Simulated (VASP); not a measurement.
# LiAl16 in VASP: further runs, part 2 of 2

VASP 6.6.1. The steps go on from the part before.

## (3) Single point, PBE+D3(BJ)

The input, INCAR:

```
PREC = Accurate ; ENCUT = 520
EDIFF = 1E-6 ; ISMEAR = 0
SIGMA = 0.05 ; LREAL = Auto
LASPH = T ; NELM = 80
ALGO = Normal ; ISIF = 2
LWAVE = F ; LCHARG = T
GGA = PE ; IVDW = 12
LELF = T ; LVHAR = T
NBANDS = 40
```

The input, KPOINTS:

```
regular mesh
0
Gamma
  2 3 1
```

The input, POSCAR:

```
LiAl16
1.0
    8.1000000000      0.0000000000      0.0000000000
    0.0000000000      5.7275650000      0.0000000000
    0.0000000000      0.0000000000     15.2956740000
Al Li
16 1
Direct
    0.2500000000      0.2499999564      0.0653780278
    0.7500000000      0.2499999564      0.0653780278
    0.2500000000      0.7500000436      0.0653780278
    0.7500000000      0.7500000436      0.0653780278
   -0.0030916049     -0.0000825831      0.1483837195
    0.5030917284     -0.0000825831      0.1483836541
   -0.0012370370      0.4999171550      0.1476770491
    0.5012372840      0.4999171550      0.1476769837
    0.2500002469      0.2419247970      0.2401250837
    0.7500002469      0.2531688423      0.2423493728
    0.2500002469      0.7576463995      0.2401253452
    0.7500002469      0.7463906564      0.2423654557
   -0.0013312346     -0.0002189412      0.3250566794
    0.5013318519     -0.0002189412      0.3250565487
    0.0172808642      0.4997907488      0.3219244212
    0.4827198765      0.4997907488      0.3219244212
    0.7500004938      0.4990478502      0.4204736581
```

Potentials or basis: VASP PAW PBE potentials, release 64 (Al, Li_sv).

Started as:

```console
$ cat potpaw_PBE.64/Al/POTCAR potpaw_PBE.64/Li_sv/POTCAR > POTCAR
$ mpirun -np 1 vasp_std > vasp.out
```

OUTCAR:

```text
PREC = Accurate
   ENCUT = 520
   EDIFF = 1E-6
   ISMEAR = 0
   LREAL = Auto
   LASPH = T
   NELM = 80
   ISIF = 2
   GGA = PE
   IVDW = 12
 IVDW          = 12

 ion  position               nearest neighbor table
   1  0.250  0.250  0.065-   9 2.67   7 2.79   8 2.79   5 2.80   6 2.80   3 2.86   3 2.86
   2  0.750  0.250  0.065-  10 2.71   6 2.77   5 2.77   8 2.77   7 2.77   4 2.86   4 2.86
   3  0.250  0.750  0.065-  11 2.67   7 2.79   8 2.79   5 2.80   6 2.80   1 2.86   1 2.86
   4  0.750  0.750  0.065-  12 2.71   6 2.77   5 2.77   8 2.77   7 2.77   2 2.86   2 2.86
   5  0.997  1.000  0.148-  13 2.70   4 2.77   2 2.77   3 2.80   1 2.80   9 2.84  11 2.85  10 2.86
                            12 2.86   7 2.86   7 2.86
   6  0.503  1.000  0.148-  14 2.70   4 2.77   2 2.77   3 2.80   1 2.80   9 2.84  11 2.85  10 2.86
                            12 2.86   8 2.86   8 2.86
   7  0.999  0.500  0.148-  15 2.67   2 2.77   4 2.77   1 2.79   3 2.79  12 2.85  10 2.86   5 2.86
                             5 2.86  11 2.88   9 2.89
   8  0.501  0.500  0.148-  16 2.67   2 2.77   4 2.77   1 2.79   3 2.79  12 2.85  10 2.86   6 2.86
                             6 2.86  11 2.88   9 2.89
   9  0.250  0.242  0.240-   1 2.67  15 2.70  16 2.70  11 2.77  14 2.78  13 2.78   6 2.84   5 2.84
                             8 2.89   7 2.89  11 2.95
  10  0.750  0.253  0.242-   2 2.71  14 2.79  13 2.79  12 2.82   7 2.86   8 2.86  16 2.86  15 2.86
                             5 2.86   6 2.86  12 2.90
  11  0.250  0.758  0.240-   3 2.67  15 2.70  16 2.70   9 2.77  14 2.78  13 2.78   6 2.85   5 2.85
                             8 2.88   7 2.88   9 2.95
  12  0.750  0.746  0.242-   4 2.71  14 2.79  13 2.79  10 2.82   7 2.85   8 2.85  16 2.86  15 2.86
                             5 2.86   6 2.86  10 2.90
  13  0.999  1.000  0.325-   5 2.70  11 2.78   9 2.78  12 2.79  10 2.79  15 2.87  15 2.87
  14  0.501  1.000  0.325-   6 2.70  11 2.78   9 2.78  12 2.79  10 2.79  16 2.87  16 2.87
  15  0.017  0.500  0.322-  17 2.64   7 2.67  11 2.70   9 2.70  12 2.86  10 2.86  13 2.87  13 2.87

  16  0.483  0.500  0.322-  17 2.64   8 2.67  11 2.70   9 2.70  12 2.86  10 2.86  14 2.87  14 2.87

  17  0.750  0.499  0.420-  15 2.64  16 2.64

  LATTYP: Found a simple orthorhombic cell.
 ALAT       =     5.7275650000
 B/A-ratio  =     1.4142135445
 C/A-ratio  =     2.6705369559

  Lattice vectors:

[... 171 lines left out ...]
   LRPA    =     F    only Hartree local field effects (RPA)
 non-spin polarized calculation
 Gauss-broadening in eV      SIGMA  =   0.05
  energy-cutoff  :      520.00
  volume of cell :      709.62
 maximum number of plane-waves:     19139
   NGX = 31   NGY = 21   NGZ = 57

 number of electron      51.0000003 magnetization

 Free energy of the ion-electron system (eV)
  ---------------------------------------------------
  ext. energy  EPLUGINS =         0.00000000
  ---------------------------------------------------
  free energy    TOTEN  =       -56.80811822 eV

  energy without entropy =      -56.79500611  energy(sigma->0) =      -56.80156217

 E-fermi :   0.7082     XC(G=0):  -5.1711

 val. band max:        0.6009787098   @ k =   0.0000   0.3333   0.0000
 cond. band min:       0.7221812160   @ k =   0.0000   0.0000   0.0000
 fundamental gap:      0.1212025062
 Fermi energy:         0.7081644418

 k-point     1 :       0.0000    0.0000    0.0000
  band No.  band energies     occupation
      1     -46.8073      2.00000
      2      -9.5581      2.00000
      3      -7.3668      2.00000
      4      -7.3572      2.00000
      5      -7.0131      2.00000
      6      -5.1589      2.00000
[... 149 lines left out ...]
     36       3.1375      0.00000
     37       3.3824      0.00000
 [bands above 37 left out]

------------------------ aborting loop because EDIFF is reached ----------------------------------------

 Edisp (eV)   -3.55374

 E8    (eV) :    -1.6639

  FORCE on cell =-STRESS in cart. coord.  units (eV):
  Direction    XX          YY          ZZ          XY          YZ          ZX
  --------------------------------------------------------------------------------------
  -------------------------------------------------------------------------------------
  Total       5.07446   -16.87410    -0.41914     0.00000     0.00982     0.00000
  in kB      11.45715   -38.09846    -0.94635     0.00000     0.02218     0.00000
  external pressure =       -9.20 kB  Pullay stress =        0.00 kB

 VOLUME and BASIS-vectors are now :
 -----------------------------------------------------------------------------
  energy-cutoff  :      520.00
  volume of cell :      709.62
      direct lattice vectors                 reciprocal lattice vectors
     8.100000000  0.000000000  0.000000000     0.123456790  0.000000000  0.000000000
     0.000000000  5.727565000  0.000000000     0.000000000  0.174594265  0.000000000
     0.000000000  0.000000000 15.295674000     0.000000000  0.000000000  0.065377962

 POSITION                                       TOTAL-FORCE (eV/Angst)
 -----------------------------------------------------------------------------------
      2.02500      1.43189      1.00000         0.000000     -0.003015     -0.035484
      6.07500      1.43189      1.00000         0.000000     -0.025238      0.056753
      2.02500      4.29567      1.00000         0.000000      0.001405     -0.035346
      6.07500      4.29567      1.00000         0.000000      0.022963      0.057305
      8.07496      5.72709      2.26963        -0.018710      0.000298      0.006990
      4.07504      5.72709      2.26963         0.018710      0.000298      0.006990
[... 9 lines left out ...]
      3.91003      2.86258      4.92405        -0.041756      0.000606      0.003751
      6.07500      2.85833      6.43143         0.000000     -0.002354     -0.046559
 -----------------------------------------------------------------------------------
    total drift:                               -0.000772      0.001745     -0.009097

  FREE ENERGIE OF THE ION-ELECTRON SYSTEM (eV)
  ---------------------------------------------------
  free  energy   TOTEN  =       -60.3618564799 eV

  energy  without entropy=      -60.3487443702  energy(sigma->0) =      -60.35530043
```

OSZICAR:

```text
N       E                     dE             d eps       ncg     rms          rms(c)
DAV:   1     0.163144383906E+03    0.16314E+03   -0.15810E+04   320   0.921E+02
DAV:   2    -0.453737001075E+02   -0.20852E+03   -0.19649E+03   408   0.162E+02
DAV:   3    -0.591372609796E+02   -0.13764E+02   -0.13417E+02   472   0.376E+01
[... 14 lines left out ...]
DAV:  18    -0.568081081944E+02   -0.14656E-04   -0.26527E-06   384   0.428E-03    0.102E-03
DAV:  19    -0.568081143962E+02   -0.62017E-05   -0.74541E-07   336   0.239E-03    0.531E-04
DAV:  20    -0.568081165830E+02   -0.21868E-05   -0.49672E-07   312   0.165E-03    0.305E-04
DAV:  21    -0.568081181315E+02   -0.15485E-05   -0.21159E-07   304   0.117E-03    0.181E-04
DAV:  22    -0.568081182222E+02   -0.90740E-07   -0.41438E-08   320   0.663E-04
   1 F= -.60361856E+02 E0= -.60355300E+02  d E =-.131121E-01
```

stdout:

```text
POSCAR found type information on POSCAR AlLi
 POSCAR found :  2 types and      17 ions
 scaLAPACK will be used
 LDA part: xc-table for (Slater+PW92), standard interpolation
 POSCAR, INCAR and KPOINTS ok, starting setup
 FFT: planning ... GRIDC
 FFT: planning ... GRID_SOFT
 FFT: planning ... GRID
 WAVECAR not read
 entering main loop
```

Run time: 2 min. Hardware: 1 thread of Intel Xeon 6975P-C (Granite Rapids), shared host; peak memory 0.66 GiB.

What came out:

```yaml
Free_energy: -60.3619 eV
Largest_force: 0.062 eV/Å
Dispersion_energy_per_atom: -0.209 eV
```

Forces on the atoms (eV/Å):
```
Al   0.000 -0.003 -0.035
Al   0.000 -0.025  0.057
Al   0.000  0.001 -0.035
Al   0.000  0.023  0.057
Al  -0.019  0.000  0.007
Al   0.019  0.000  0.007
Al   0.012  0.000  0.006
Al  -0.012  0.000  0.006
Al   0.000 -0.004 -0.011
Al   0.000  0.020 -0.004
Al   0.000  0.006 -0.011
Al   0.000 -0.018 -0.003
Al  -0.013  0.001 -0.001
Al   0.013  0.001 -0.001
Al   0.042  0.001  0.004
Al  -0.042  0.001  0.004
Li   0.000 -0.002 -0.047
```

Levels at points of the mesh, in eV from the Fermi level:
| k point | band 22 | band 23 | band 24 | band 25 | band 26 | band 27 | band 28 | band 29 |
| --- | --- | --- | --- | --- | --- | --- | --- | --- |
| (0.00, 0.00, 0.00) | -1.20 | -0.78 | -0.72 | -0.68 | 0.01 | 0.10 | 0.17 | 1.29 |
| (0.50, 0.00, 0.00) | -0.98 | -0.97 | -0.97 | -0.94 | 0.35 | 0.39 | 0.47 | 0.55 |

Caveat: the k points lie up to 0.39 Å⁻¹ apart; the cutoff is under 1.25 times the usual one of these potentials, so pressure, stress and relaxed cells hold a basis-set (Pulay) error.
